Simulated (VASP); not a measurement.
# La16HO24 (a cell with a defect) in VASP: notebook, part 3 of 3

VASP 6.6.1.

## Step 6: Single point, PBE

INCAR reads:

```
ALGO = Normal
EDIFF = 1E-6
ENCUT = 520
GGA = PE
GGA_COMPAT = False
ISIF = 2
ISMEAR = -1
ISYM = -1
LASPH = True
LCHARG = False
LMAXMIX = 6
LREAL = Auto
LWAVE = False
NBANDS = 186
NELECT = 322.0
NELM = 200
PREC = Accurate
SIGMA = 0.01
```

KPOINTS reads:

```
explicit points
1
Reciprocal
  0.25000000   0.25000000   0.25000000 1
```

POSCAR reads:

```
La16HO24
1.0
    7.8811453700     -0.0000000600      0.0000000000
   -3.9405726400      6.8252721300      0.0000000000
    0.0000000000      0.0000000000     12.3757188400
La O H
16 24 1
Direct
    0.3321465864      0.1614967138      0.3770124435
    0.1712604828      0.3389626034      0.1255760591
    0.3299290694      0.1713121466      0.8801714180
    0.1676497420      0.3316269252      0.6204476766
    0.3263696462      0.6677376276      0.3778436679
    0.1836310033      0.8407338054      0.1180249017
    0.3314573552      0.6564369793      0.8755737053
    0.1659479885      0.8388256030      0.6273096618
    0.8403629030      0.1762838210      0.3823199332
    0.6644844169      0.3367095108      0.1302801898
    0.8449867215      0.1706988423      0.8791461846
    0.6591681410      0.3322651458      0.6295171295
    0.8186448915      0.6577463819      0.3894484080
    0.6646058136      0.8317760716      0.1261116239
    0.8340711484      0.6668337853      0.8858801773
    0.6669373747      0.8337504984      0.6260645624
    0.3339577175      0.1627957097      0.1782252836
    0.1666965550      0.3361602243      0.3303095402
    0.0227605218      0.0486563752     -0.0088803730
    0.3352477309      0.1657947110      0.6853871771
    0.1646666370      0.3346030702      0.8096485650
    0.0228913046      0.0057008718      0.5078916289
    0.3391596475      0.6777016260      0.1842632359
    0.1357165142      0.8204935864      0.3148458728
    0.0302954199      0.4777649799     -0.0063499342
    0.3388046845      0.6685944433      0.6724234857
    0.1604584526      0.8310219580      0.8305634713
    0.0006294400      0.5062667003      0.4995994237
    0.8324137207      0.1579583978      0.1842457824
    0.6760639880      0.3345639554      0.3244352956
    0.5026486028     -0.0038391099      0.0075964880
    0.8294419572      0.1622801302      0.6706646383
    0.6701457405      0.3401203638      0.8302687814
    0.4702230410      0.0067576834      0.5010950136
    0.8497762173      0.6741839685      0.0928878568
    0.6671502555      0.8464191508      0.3585036197
    0.4626728444      0.4863973135     -0.0075060690
    0.8304274732      0.6653869565      0.6753038032
    0.6699170858      0.8338026575      0.8249166074
    0.4985289895      0.4791388486      0.5043046857
   -0.3971250208     -0.4288952833      0.2362503575
```

Potentials or basis: VASP PAW PBE potentials, release 64 (La, O, H).

Launch:

```
> cat potpaw_PBE.64/La/POTCAR potpaw_PBE.64/O/POTCAR potpaw_PBE.64/H/POTCAR > POTCAR
> mpirun -np 1 vasp_std > vasp.out
```

OUTCAR:

```text
EDIFF = 1E-6
   ENCUT = 520
   GGA = PE
   ISIF = 2
   ISMEAR = -1
   ISYM = -1
   LASPH = True
   LREAL = Auto
   NELECT = 322.0
   NELM = 200
   PREC = Accurate

 ion  position               nearest neighbor table
   1  0.332  0.161  0.377-  18 2.39  30 2.44  24 2.46  17 2.46  34 2.52  22 2.66  40 2.68
   2  0.171  0.339  0.126-  17 2.40  23 2.42  29 2.43  25 2.51  18 2.53  37 2.58  19 2.59
   3  0.330  0.171  0.880-  27 2.40  33 2.40  21 2.41  20 2.41  19 2.52  37 2.57
   4  0.168  0.332  0.620-  21 2.34  26 2.39  32 2.39  20 2.41  22 2.63  40 2.68  28 2.77
   5  0.326  0.668  0.378-  18 2.34  36 2.34  23 2.40  24 2.47  28 2.69  34 2.78
   6  0.184  0.841  0.118-  35 2.30  17 2.32  23 2.32  24 2.46  31 2.57
   7  0.331  0.656  0.876-  21 2.34  39 2.39  27 2.42  26 2.52  37 2.52  25 2.53
   8  0.166  0.839  0.627-  20 2.34  38 2.37  26 2.41  27 2.52  22 2.58  34 2.60  28 2.77
   9  0.840  0.176  0.382-  36 2.27  30 2.32  18 2.32  29 2.45  28 2.68
  10  0.664  0.337  0.130-  17 2.33  35 2.35  30 2.40  29 2.46  31 2.78
  11  0.845  0.171  0.879-  21 2.35  39 2.40  33 2.43  19 2.48  25 2.54  32 2.58
  12  0.659  0.332  0.630-  20 2.32  38 2.34  32 2.38  33 2.49  40 2.61  34 2.74
  13  0.819  0.658  0.389-  30 2.35  24 2.35  36 2.36  40 2.61  28 2.66  22 2.80
  14  0.665  0.832  0.126-  23 2.34  29 2.34  35 2.38  31 2.67
  15  0.834  0.667  0.886-  27 2.33  33 2.33  39 2.38  35 2.56  38 2.61
  16  0.667  0.834  0.626-  32 2.31  26 2.31  38 2.35  39 2.46
  17  0.334  0.163  0.178-   6 2.32  10 2.33   2 2.40   1 2.46
[... 8 lines left out ...]
  26  0.339  0.669  0.672-  16 2.31   4 2.39   8 2.41   7 2.52
  27  0.160  0.831  0.831-  15 2.33   3 2.40   7 2.42   8 2.52
  28  0.001  0.506  0.500-  13 2.66   9 2.68   5 2.69   8 2.77   4 2.77
  29  0.832  0.158  0.184-  14 2.34   2 2.43   9 2.45  10 2.46
  30  0.676  0.335  0.324-   9 2.32  13 2.35  10 2.40   1 2.44
  31  0.503  0.996  0.008-   6 2.57  14 2.67  10 2.78
  32  0.829  0.162  0.671-  16 2.31  12 2.38   4 2.39  11 2.58
  33  0.670  0.340  0.830-  15 2.33   3 2.40  11 2.43  12 2.49
  34  0.470  0.007  0.501-   1 2.52   8 2.60  12 2.74   5 2.78
  35  0.850  0.674  0.093-   6 2.30  10 2.35  14 2.38  15 2.56
  36  0.667  0.846  0.359-   9 2.27   5 2.34  13 2.36
  37  0.463  0.486  0.992-   7 2.52   3 2.57   2 2.58
  38  0.830  0.665  0.675-  12 2.34  16 2.35   8 2.37  15 2.61
  39  0.670  0.834  0.825-  15 2.38   7 2.39  11 2.40  16 2.46
  40  0.499  0.479  0.504-  12 2.61  13 2.61   1 2.68   4 2.68
[... 165 lines left out ...]
   LRPA    =     F    only Hartree local field effects (RPA)
 non-spin polarized calculation
  energy-cutoff  :      520.00
  volume of cell :      665.70
 maximum number of plane-waves:     17910
 NGX is ok and might be reduce to    60
   NGX = 29   NGY = 29   NGZ = 47

 number of electron     321.9999982 magnetization

 Free energy of the ion-electron system (eV)
  ---------------------------------------------------
  ext. energy  EPLUGINS =         0.00000000
  ---------------------------------------------------
  free energy    TOTEN  =      -328.98103338 eV

  energy without entropy =     -328.98103338  energy(sigma->0) =     -328.98103338

 E-fermi :   6.7275     XC(G=0): -10.4381

 val. band max:        6.4744933429   @ k =   0.2500   0.2500   0.2500
 cond. band min:       9.6951260348   @ k =   0.2500   0.2500   0.2500
 fundamental gap:      3.2206326919
 Fermi energy:         6.7275292145

 k-point     1 :       0.2500    0.2500    0.2500
  band No.  band energies     occupation
      1     -24.0452      2.00000
      2     -24.0096      2.00000
      3     -23.9972      2.00000
      4     -23.9465      2.00000
      5     -23.9302      2.00000
      6     -23.8815      2.00000
[... 165 lines left out ...]
    172      10.4262      0.00000
    173      10.4657      0.00000
 [bands above 173 left out]

------------------------ aborting loop because EDIFF is reached ----------------------------------------

  FORCE on cell =-STRESS in cart. coord.  units (eV):
  Direction    XX          YY          ZZ          XY          YZ          ZX
  --------------------------------------------------------------------------------------
  -------------------------------------------------------------------------------------
  Total       14.1049060     15.2088182     13.2407736     -0.7016327     -1.4333202     -0.8331047
  in kB       33.9469715     36.6038114     31.8672214     -1.6886539     -3.4496422     -2.0050741
  external PRESSURE =      34.1393348 kB  Pullay stress =       0.0000000 kB

 VOLUME and BASIS-vectors are now :
 -----------------------------------------------------------------------------
  energy-cutoff  :      520.00
  volume of cell :      665.70
      direct lattice vectors                 reciprocal lattice vectors
     7.881145370 -0.000000060  0.000000000     0.126885111  0.073257152  0.000000000
    -3.940572640  6.825272130  0.000000000     0.000000001  0.146514305  0.000000000
     0.000000000  0.000000000 12.375718840     0.000000000  0.000000000  0.080803387

 POSITION                                       TOTAL-FORCE (eV/Angst)
 -----------------------------------------------------------------------------------
      1.98131      1.10226      4.66580         0.005745     -0.003661     -0.014304
      0.01402      2.31351      1.55409         0.009199      0.013094     -0.000821
      1.92515      1.16925     10.89275         0.009491      0.006177     -0.032178
      0.01447      2.26344      7.67849        -0.002059      0.004030      0.033059
     -0.05910      4.55749      4.67609         0.022382      0.015163     -0.031421
     -1.86575      5.73824      1.46064        -0.005441      0.000503     -0.006139
[... 33 lines left out ...]
      2.04090      3.27025      6.24113         0.007212      0.066634     -0.002498
      2.50087      3.89795      2.92377        -0.143311     -0.383891     -0.051986
 -----------------------------------------------------------------------------------
    total drift:                               -0.006365      0.009325      0.007377

  FREE ENERGIE OF THE ION-ELECTRON SYSTEM (eV)
  ---------------------------------------------------
  free  energy   TOTEN  =      -328.9810333792 eV

  energy  without entropy=     -328.9810333792  energy(sigma->0) =     -328.98103338
```

OSZICAR:

```text
N       E                     dE             d eps       ncg     rms          rms(c)
DAV:   1     0.549404819614E+04    0.54940E+04   -0.10861E+05   380   0.268E+03
DAV:   2     0.229778381395E+04   -0.31963E+04   -0.30338E+04   460   0.615E+02
DAV:   3     0.535576301277E+03   -0.17622E+04   -0.17228E+04   612   0.383E+02
[... 14 lines left out ...]
DAV:  18    -0.328981026171E+03   -0.10601E-04   -0.11480E-04   592   0.362E-02    0.108E-02
DAV:  19    -0.328981029992E+03   -0.38207E-05   -0.40156E-05   504   0.258E-02    0.605E-03
DAV:  20    -0.328981031343E+03   -0.13510E-05   -0.13239E-05   328   0.168E-02    0.373E-03
DAV:  21    -0.328981032701E+03   -0.13587E-05   -0.89191E-06   408   0.129E-02    0.219E-03
DAV:  22    -0.328981033379E+03   -0.67786E-06   -0.22450E-06   304   0.987E-03
   1 F= -.32898103E+03 E0= -.32898103E+03  d E =-.539307E-11
```

It took 6.7 min on 1 thread of Intel Xeon 6975P-C (Granite Rapids), shared host; peak memory 0.74 GiB.

Results:

```yaml
Free_energy: -328.9810 eV
Largest_force: 0.413 eV/Å
```

Forces on the atoms (eV/Å):
```
La   0.006 -0.004 -0.014
La   0.009  0.013 -0.001
La   0.009  0.006 -0.032
La  -0.002  0.004  0.033
La   0.022  0.015 -0.031
La  -0.005  0.001 -0.006
La   0.027  0.006 -0.004
La  -0.016 -0.009 -0.011
La  -0.004 -0.008 -0.004
La  -0.007  0.035  0.035
La   0.005 -0.001  0.026
La   0.007  0.022  0.003
La  -0.014 -0.013 -0.068
La   0.009  0.004  0.132
La  -0.012  0.008 -0.003
La   0.006 -0.001  0.033
O    0.002  0.003 -0.001
O    0.012  0.019  0.044
O    0.011  0.022 -0.020
O    0.009  0.002 -0.014
O   -0.001  0.022 -0.003
O   -0.038 -0.013  0.018
O   -0.047  0.004  0.020
O   -0.023  0.011  0.005
O    0.000  0.016  0.013
O    0.006  0.009  0.000
O    0.002  0.007  0.034
O   -0.023  0.031  0.030
O    0.022  0.044  0.014
O    0.027 -0.046  0.037
O    0.033 -0.002  0.003
O    0.006  0.014 -0.010
O    0.003  0.018  0.016
O    0.036 -0.039 -0.015
O    0.017  0.059  0.081
O    0.020  0.026 -0.287
O    0.012  0.013 -0.015
O    0.008  0.011  0.037
O    0.001  0.006 -0.020
O    0.007  0.067 -0.002
H   -0.143 -0.384 -0.052
```

Levels at points of the mesh, in eV from the Fermi level:
```tsv
k point	band 159	band 160	band 161	band 162	band 163	band 164
(0.25, 0.25, 0.25)	-0.99	-0.85	-0.25	2.97	3.10	3.20
```

Caveat: the cell carries a net charge on a neutralising background, which shifts energy and pressure; the cell is charged against a uniform background, so pressure and absolute levels hang on convention; spin-orbit coupling is left out, which moves the levels of the heavy elements.
